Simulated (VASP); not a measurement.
Here is a VASP 6.6.1 calculation.

The input INCAR:

```
PREC = Accurate
ENCUT = 520
EDIFF = 1E-7
ISMEAR = -1
SIGMA = 0.05
LREAL = F
LASPH = T
NELM = 80
ALGO = Normal
ISIF = 2
LWAVE = F
LCHARG = T
LELF = T
LVHAR = T
NBANDS = 13
```

KPOINTS

```
Automatic mesh
0
Gamma
  9 9 9
```

File POSCAR:

```
SrMg
1.0
    3.9780000000      0.0000000000      0.0000000000
    0.0000000000      3.9780000000      0.0000000000
    0.0000000000      0.0000000000      3.9000000000
Sr Mg
1 1
Direct
    0.5000000000      0.5000000000      0.5000000000
    0.0000000000      0.0000000000      0.0000000000
```

Potentials or basis: VASP PAW LDA potentials, release 64 (Sr_sv, Mg).

Run with:

```sh
$ cat potpaw_LDA.64/Sr_sv/POTCAR potpaw_LDA.64/Mg/POTCAR > POTCAR
$ mpirun -np 1 vasp_std > vasp.out
```

**Question.** Estimate the band gap on the k mesh.

**Answer.** Zero (bands 6 and 7 overlap by 1.31 eV).

**Question.** Predict the pressure.

**Answer.** 2.0 GPa.

Stress tensor (GPa, compression positive):
```
1.86 0.00 0.00
0.00 1.86 0.00
0.00 0.00 2.22
```

Caveat: the cell differs from its parent crystal (equal xx and yy strain of +2 %).
